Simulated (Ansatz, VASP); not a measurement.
This is a calculation of Na for VASP 6.6.1.

INCAR

```
SYSTEM = Na
PREC = Accurate ; ENCUT = 520
EDIFF = 1E-6 ; ISMEAR = -1
SIGMA = 0.05 ; LREAL = .False.
LASPH = .True. ; NELM = 80
ALGO = Normal ; ISIF = 2
LWAVE = .False. ; LCHARG = .False.
GGA = PS ; NBANDS = 10
```

Contents of KPOINTS:

```
regular mesh
0
Gamma
  7 7 7
  0 0 0
```

File POSCAR:

```
Na
1.0
   -2.1302950000      2.1302950000      2.1410000000
    2.1302950000     -2.1302950000      2.1410000000
    2.1517050000      2.1517050000     -2.1410000000
Na
1
Direct
    0.0000000000      0.0000000000      0.0000000000
```

Potentials or basis: VASP PAW PBE potentials, release 64 (Na_pv).

Run with:

```sh
$ cat potpaw_PBE.64/Na_pv/POTCAR > POTCAR
$ mpirun -np 1 vasp_std > vasp.out
```

**Question.** Translate it to Ansatz 0.2.0. Potentials there: Ansatz PAW.

**Answer.** As run (the cutoff follows the program's own potentials):

Contents of input.yaml:

```yaml
crystal:
  lattice:
    - [-2.130295, 2.130295, 2.141]
    - [2.130295, -2.130295, 2.141]
    - [2.151705, 2.151705, -2.141]
  atoms:
    - { symbol: Na, position: [0.0, 0.0, 0.0] }
hamiltonian:
  xc: pbesol
  pseudopotentials: { kind: paw }
kpoints:
  mp_grid: { grid: [7, 7, 7] }
scf:
  occupations: { method: fermi_dirac, width: 0.05 }
output:
  forces: true
  stress: true
  eigenvalues: true
```

Potentials or basis: Ansatz PAW.

Launch:

```console
$ ansatz run input.yaml --threads 2 --pin off --max-ram 5632MiB --backend cpu --events-out ev --progress --plain --runs-dir out
```

Both were run:

|  | VASP | Ansatz | Ansatz less VASP |
| --- | --- | --- | --- |
| gap on the k mesh at the Fermi level (eV) | none | none | - |
| pressure (GPa) | -0.6 | -0.5 | +0.02 |
| traceless stress, the component that is largest in VASP (GPa) | -0.06 | -0.06 | 0.000 |

VASP's potentials were made for PBE, not for PBEsol. A gap of «none» marks a metal or a gap that the smearing closes. The functional is the same, so the differences come from potentials, cutoffs and numerics. VASP's potentials hold 7 valence electrons a cell and Ansatz's 9, so a difference there can come from the potentials and not from the codes.
